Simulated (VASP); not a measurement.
# HC18F in VASP: single point with PBEsol

Aim: the single point of HC18F with PBEsol.

All numbers are computed with VASP 6.6.1; they aren't measurements. Logs are shortened: lines on timing, memory, paths and dates and some standing lists are left out, and cuts for length are marked.

## (1) The cell of the first run

The cell holds a slab with vacuum, 20 atoms: a = 7.398 Å, b = 7.398 Å, c = 12.000 Å, α = 90.00°, β = 90.00°, γ = 120.00°.

## (2) Single point, PBEsol

File INCAR:

```
PREC = Accurate
ENCUT = 520
EDIFF = 1E-7
ISMEAR = -1
SIGMA = 0.02
LREAL = Auto
LASPH = T
NELM = 100
ALGO = Normal
ISIF = 2
LWAVE = F
LCHARG = T
GGA = PS
LELF = T
LVHAR = T
NBANDS = 56
```

File KPOINTS:

```
Automatic mesh
0
Gamma
  2 2 1
```

File POSCAR:

```
HC18F
1.0
    7.3980000000      0.0000000000      0.0000000000
   -3.6990000000      6.4068560000      0.0000000000
    0.0000000000      0.0000000000     12.0000000000
C F H
18 1 1
Direct
    0.0095180412      0.0034649747      0.0787206604
    0.2294457111      0.1145926530      0.0724354544
    0.0119662563      0.3369610252      0.0810052049
    0.2289323082      0.4468201577      0.0725263528
    0.0102039553      0.6760669739      0.0761889802
    0.2302420239      0.7831770535      0.0709184289
    0.3407758218      0.0045651876      0.0686497992
    0.5634803623      0.1151850127      0.0729259556
    0.3409460397      0.3363578315      0.0724732458
    0.5619703242      0.4476141822      0.0749468496
    0.3409215346      0.6705218265      0.0705861733
    0.5632013751      0.7818034905      0.0738179747
    0.6728831854      0.0033220128      0.0787533481
    0.8972118784      0.1139520194      0.1053067947
    0.6694961228      0.3348060800      0.0779917895
    0.8971444559      0.4492994473      0.0962009726
    0.6738554610      0.6700044471      0.0765436551
    0.8978375726      0.7836092359      0.0760941908
    0.8913083496      0.1135977493      0.2379153229
    0.8945851206      0.4439081891      0.1909987863
```

Potentials or basis: VASP PAW PBE potentials, release 64 (C, F, H).

Command:

```
> cat potpaw_PBE.64/C/POTCAR potpaw_PBE.64/F/POTCAR potpaw_PBE.64/H/POTCAR > POTCAR
> mpirun -np 1 vasp_std > vasp.out
```

OUTCAR:

```text
PREC = Accurate
   ENCUT = 520
   EDIFF = 1E-7
   ISMEAR = -1
   LREAL = Auto
   LASPH = T
   NELM = 100
   ISIF = 2
   GGA = PS

 ion  position               nearest neighbor table
   1  0.010  0.003  0.079-  18 1.41   2 1.41  14 1.46
   2  0.229  0.115  0.072-   1 1.41   7 1.42   9 1.42
   3  0.012  0.337  0.081-   4 1.39  14 1.46  16 1.47
   4  0.229  0.447  0.073-   3 1.39   9 1.43  11 1.43
   5  0.010  0.676  0.076-  18 1.41   6 1.41  16 1.47
   6  0.230  0.783  0.071-   5 1.41   7 1.42  11 1.43
   7  0.341  0.005  0.069-   6 1.42   2 1.42   8 1.43
   8  0.563  0.115  0.073-  15 1.41  13 1.42   7 1.43
   9  0.341  0.336  0.072-  10 1.42   2 1.42   4 1.43
  10  0.562  0.448  0.075-  15 1.41   9 1.42  17 1.42
  11  0.341  0.671  0.071-  12 1.42   6 1.43   4 1.43
  12  0.563  0.782  0.074-  13 1.42  11 1.42  17 1.43
  13  0.673  0.003  0.079-   8 1.42  12 1.42  14 1.47
  14  0.897  0.114  0.105-   3 1.46   1 1.46  13 1.47  19 1.59
  15  0.669  0.335  0.078-   8 1.41  10 1.41  16 1.47
  16  0.897  0.449  0.096-  20 1.14   3 1.47   5 1.47  15 1.47
  17  0.674  0.670  0.077-  10 1.42  12 1.43  18 1.44
  18  0.898  0.784  0.076-   1 1.41   5 1.41  17 1.44
  19  0.891  0.114  0.238-  14 1.59
  20  0.895  0.444  0.191-  16 1.14

  LATTYP: Found a hexagonal cell.
 ALAT       =     7.3980000000
 C/A-ratio  =     1.6220600162

  Lattice vectors:

 A1 = (   7.3980000000,   0.0000000000,   0.0000000000)
 A2 = (  -3.6990000000,   6.4068560000,   0.0000000000)
 A3 = (   0.0000000000,   0.0000000000,  12.0000000000)

Analysis of symmetry for initial positions (statically):
=====================================================================
 Subroutine PRICEL returns:
 Original cell was already a primitive cell.

 Routine SETGRP: Setting up the symmetry group for a
 hexagonal supercell.

 Subroutine GETGRP returns: Found  1 space group operations
 (whereof  1 operations were pure point group operations)
 out of a pool of 24 trial point group operations.

The static configuration has the point symmetry C_1 .

Analysis of symmetry for dynamics (positions and initial velocities):
=====================================================================
 Subroutine PRICEL returns:
 Original cell was already a primitive cell.

 Routine SETGRP: Setting up the symmetry group for a
 hexagonal supercell.

 Subroutine GETGRP returns: Found  1 space group operations
 (whereof  1 operations were pure point group operations)
 out of a pool of 24 trial point group operations.

The dynamic configuration has the point symmetry C_1 .

 Subroutine INISYM returns: Found  1 space group operations
 (whereof  1 operations are pure point group operations),
 and found     1 'primitive' translations

----------------------------------------------------------------------------------------

                                     Primitive cell

  volume of cell :     568.7750

  direct lattice vectors                    reciprocal lattice vectors
     7.398000000  0.000000000  0.000000000     0.135171668  0.078041398  0.000000000
    -3.699000000  6.406856000  0.000000000     0.000000000  0.156082796  0.000000000
     0.000000000  0.000000000 12.000000000     0.000000000  0.000000000  0.083333333

  length of vectors
     7.398000000  7.398000054 12.000000000     0.156082797  0.156082796  0.083333333

  position of ions in fractional coordinates (direct lattice)
     0.009518041  0.003464975  0.078720660
     0.229445711  0.114592653  0.072435454
     0.011966256  0.336961025  0.081005205
     0.228932308  0.446820158  0.072526353
     0.010203955  0.676066974  0.076188980
     0.230242024  0.783177053  0.070918429
[... 12 lines left out ...]
     0.891308350  0.113597749  0.237915323
     0.894585121  0.443908189  0.190998786

  ion indices of the primitive-cell ions
   primitive index   ion index
                 1           1
                 2           2
                 3           3
                 4           4
                 5           5
                 6           6
[... 12 lines left out ...]
                19          19
                20          20

----------------------------------------------------------------------------------------

 KPOINTS: Automatic mesh

Automatic generation of k-mesh.
 Grid dimensions read from file:
 generate k-points for:    2    2    1

 Generating k-lattice:

  Cartesian coordinates                     Fractional coordinates (reciprocal lattice)
     0.067585834  0.039020699  0.000000000     0.500000000  0.000000000  0.000000000
     0.000000000  0.078041398  0.000000000     0.000000000  0.500000000  0.000000000
     0.000000000  0.000000000  0.083333333     0.000000000  0.000000000  1.000000000

  Length of vectors
     0.078041399  0.078041398  0.083333333

  Shift w.r.t. Gamma in fractional coordinates (k-lattice)
     0.000000000  0.000000000  0.000000000

 Subroutine IBZKPT returns following result:
 ===========================================

 Found      4 irreducible k-points:

 Following reciprocal coordinates:
            Coordinates               Weight
  0.000000  0.000000  0.000000      1.000000
  0.500000  0.000000  0.000000      1.000000
  0.000000  0.500000  0.000000      1.000000
  0.500000  0.500000  0.000000      1.000000
   k-points           NKPTS =      4   k-points in BZ     NKDIM =      4   number of bands    NBANDS=     56
   number of dos      NEDOS =    301   number of ions     NIONS =     20
   total plane-waves  NPLWV = 282240
   dimension x,y,z NGX =    56 NGY =   56 NGZ =   90
   dimension x,y,z NGXF=   112 NGYF=  112 NGZF=  180
   ions per type =              18   1   1
   NGX,Y,Z   is equivalent  to a cutoff of  12.58, 12.58, 12.47 a.u.
   NGXF,Y,Z  is equivalent  to a cutoff of  25.17, 25.17, 24.94 a.u.
 SYSTEM =  unknown system
   PREC   = accura    normal or accurate (medium, high low for compatibility)
   ISTART =      0    job   : 0-new  1-cont  2-samecut
   ICHARG =      2    charge: 1-file 2-atom 10-const
   ISPIN  =      1    spin polarized calculation?
   LNONCOLLINEAR =      F non collinear calculations
   LSORBIT =      F    spin-orbit coupling
   LASPH  =      T    aspherical Exc in radial PAW
   ENCUT  =  520.0 eV  38.22 Ry    6.18 a.u.  13.76 13.76 22.31*2*pi/ulx,y,z
   NELM   =    100;   NELMIN=  2; NELMDL= -5     # of ELM steps
   EDIFF  = 0.1E-06   stopping-criterion for ELM
   LREAL  =      T    real-space projection
   EDIFFG = 0.1E-05   stopping-criterion for IOM
   NSW    =      0    number of steps for IOM
   IBRION =     -1    ionic relax: 0-MD 1-quasi-New 2-CG
   NFREE  =      0    steps in history (QN), initial steepest desc. (CG)
   ISIF   =      2    stress and relaxation
   ISYM   =      2    0-nonsym 1-usesym 2-fastsym
   POTIM  = 0.5000    time-step for ionic-motion
   TEBEG  =    0.0;   TEEND  =   0.0 temperature during run
   PSTRESS=    0.0 pullay stress
   NELECT =      80.0000    total number of electrons
   NUPDOWN=      -1.0000    fix difference up-down
   EMIN   =  10.00;   EMAX   =-10.00  energy-range for DOS
   EFERMI =   0.00;   METHOD = LEGACY
   ISMEAR =    -1;   SIGMA  =   0.02  broadening in eV -4-tet -1-fermi 0-gaus
   EFERMI_NEDOS =   21; number of points for ismear=-14 and -15
   IALGO  =     38    algorithm
   IMIX   =      4    mixing-type and parameters
     AMIX     =   0.40;   BMIX     =  1.00
     AMIX_MAG =   1.60;   BMIX_MAG =  1.00
  volume/ion in A,a.u.               =      28.44       191.91
  Fermi-wavevector in a.u.,A,eV,Ry     =   0.851382  1.608879  9.862209  0.724852
  Thomas-Fermi vector in A             =   1.967507
   LORBIT       =      0    0 simple, 1 ext, 2 COOP (PROOUT), +10 PAW based schemes
   GGA     = PS    functional components
   LHFCALC =     F    Hartree Fock is set to
   AEXX    =    0.0000 exact exchange contribution
   IVDW    =     0    specifies the selected vdW correction
   LEPSILON=     F    determine dielectric tensor
   LRPA    =     F    only Hartree local field effects (RPA)
 non-spin polarized calculation
  energy-cutoff  :      520.00
  volume of cell :      568.78
 maximum number of plane-waves:     15363
 NGX is ok and might be reduce to    56
   NGX = 27   NGY = 27   NGZ = 45

 number of electron      79.9999996 magnetization

 Free energy of the ion-electron system (eV)
  ---------------------------------------------------
  ext. energy  EPLUGINS =         0.00000000
  ---------------------------------------------------
  free energy    TOTEN  =      -178.34143755 eV

  energy without entropy =     -178.32832704  energy(sigma->0) =     -178.33488230

 E-fermi :  -1.9147     XC(G=0):  -3.8354

 val. band max:       -1.9259252695   @ k =   0.0000   0.0000   0.0000
 cond. band min:      -1.9035207580   @ k =   0.0000   0.0000   0.0000
 fundamental gap:      0.0224045115
 Fermi energy:        -1.9147237742

 k-point     1 :       0.0000    0.0000    0.0000
  band No.  band energies     occupation
      1     -25.2298      2.00000
      2     -21.4798      2.00000
      3     -19.1937      2.00000
      4     -19.0258      2.00000
      5     -18.9511      2.00000
      6     -18.8729      2.00000
[... 44 lines left out ...]
     51       3.9793      0.00000
     52       4.5946      0.00000

 k-point     2 :       0.5000    0.0000    0.0000
  band No.  band energies     occupation
      1     -25.2290      2.00000
      2     -20.8805      2.00000
      3     -20.8216      2.00000
      4     -19.5991      2.00000
      5     -19.4626      2.00000
      6     -17.2540      2.00000
[... 44 lines left out ...]
     51       4.2848      0.00000
     52       4.3566      0.00000

 k-point     3 :       0.0000    0.5000    0.0000
  band No.  band energies     occupation
      1     -25.2289      2.00000
      2     -20.9709      2.00000
      3     -20.7119      2.00000
      4     -19.6147      2.00000
      5     -19.4768      2.00000
      6     -17.2581      2.00000
[... 44 lines left out ...]
     51       4.2750      0.00000
     52       4.3513      0.00000

 k-point     4 :       0.5000    0.5000    0.0000
  band No.  band energies     occupation
      1     -25.2289      2.00000
      2     -20.9852      2.00000
      3     -20.6872      2.00000
      4     -19.6091      2.00000
      5     -19.5048      2.00000
      6     -17.2183      2.00000
[... 44 lines left out ...]
     51       4.2771      0.00000
     52       4.3597      0.00000
 [bands above 52 left out]

------------------------ aborting loop because EDIFF is reached ----------------------------------------

  FORCE on cell =-STRESS in cart. coord.  units (eV):
  Direction    XX          YY          ZZ          XY          YZ          ZX
  --------------------------------------------------------------------------------------
  -------------------------------------------------------------------------------------
  Total        0.0347557      0.2347431      0.0467630     -0.4221089      0.0041001     -0.0082541
  in kB        0.0979032      0.6612457      0.1317262     -1.1890349      0.0115495     -0.0232510
  external PRESSURE =       0.2969583 kB  Pullay stress =       0.0000000 kB

 VOLUME and BASIS-vectors are now :
 -----------------------------------------------------------------------------
  energy-cutoff  :      520.00
  volume of cell :      568.78
      direct lattice vectors                 reciprocal lattice vectors
     7.398000000  0.000000000  0.000000000     0.135171668  0.078041398  0.000000000
    -3.699000000  6.406856000  0.000000000     0.000000000  0.156082796  0.000000000
     0.000000000  0.000000000 12.000000000     0.000000000  0.000000000  0.083333333

 POSITION                                       TOTAL-FORCE (eV/Angst)
 -----------------------------------------------------------------------------------
      0.05760      0.02220      0.94465        -0.009054     -0.000584     -0.004297
      1.27356      0.73418      0.86923         0.010109      0.006816     -0.003381
     -1.15789      2.15886      0.97206        -0.009958     -0.000790     -0.008983
      0.04085      2.86271      0.87032         0.012895      0.006420     -0.003401
     -2.42528      4.33146      0.91427        -0.003028     -0.007893     -0.002372
     -1.19364      5.01770      0.85102        -0.000583     -0.001169      0.000528
[... 12 lines left out ...]
      6.17370      0.72780      2.85498         0.000486      0.000850      0.087509
      4.97612      2.84406      2.29199        -0.004530     -0.002278      0.047265
 -----------------------------------------------------------------------------------
    total drift:                               -0.000902      0.005013     -0.002605

  FREE ENERGIE OF THE ION-ELECTRON SYSTEM (eV)
  ---------------------------------------------------
  free  energy   TOTEN  =      -178.3414375492 eV

  energy  without entropy=     -178.3283270441  energy(sigma->0) =     -178.33488230
```

It took 5.3 min on 1 thread of Intel Xeon Platinum 8259CL at 2.50GHz (Skylake/Cascade Lake), shared host; peak memory 0.6 GiB.

Results:

```
Free energy            : -178.3414 eV
Largest force          : 0.088 eV/Å
Band gap on the k mesh : 0.02 eV
```

Forces in eV/Å, atoms in the order of the input:
```
C   -0.009 -0.001 -0.004
C    0.010  0.007 -0.003
C   -0.010 -0.001 -0.009
C    0.013  0.006 -0.003
C   -0.003 -0.008 -0.002
C   -0.001 -0.001  0.001
C   -0.001  0.004 -0.002
C   -0.005  0.000  0.002
C   -0.003  0.003 -0.003
C    0.003  0.003 -0.008
C   -0.006 -0.007 -0.007
C    0.006 -0.003  0.000
C    0.010  0.006 -0.005
C    0.003 -0.013 -0.059
C   -0.004  0.003 -0.007
C    0.002  0.002 -0.026
C    0.005  0.004  0.004
C   -0.006 -0.003 -0.002
F    0.000  0.001  0.088
H   -0.005 -0.002  0.047
```

Levels at points of the mesh, in eV from the valence-band top:
| k point | band 37 | band 38 | band 39 | band 40 | band 41 | band 42 | band 43 | band 44 |
| --- | --- | --- | --- | --- | --- | --- | --- | --- |
| (0.00, 0.00, 0.00) | -2.91 | -2.65 | -1.41 | 0.00 | 0.02 | 1.03 | 2.45 | 3.67 |
| (0.50, 0.00, 0.00) | -2.67 | -2.64 | -2.35 | -0.79 | 0.28 | 2.06 | 2.45 | 2.57 |
| (0.00, 0.50, 0.00) | -2.71 | -2.57 | -2.45 | -0.82 | 0.42 | 1.88 | 2.42 | 2.50 |
| (0.50, 0.50, 0.00) | -2.60 | -2.54 | -2.32 | -0.92 | 0.23 | 1.94 | 2.50 | 2.59 |

Caveat: the k points lie up to 0.49 Å⁻¹ apart; there is no dipole correction, which matters where the two faces differ; semilocal functionals underestimate gaps, and a narrow one can read as zero; the PAW data sets were made with another functional, which shifts forces and pressure a little.
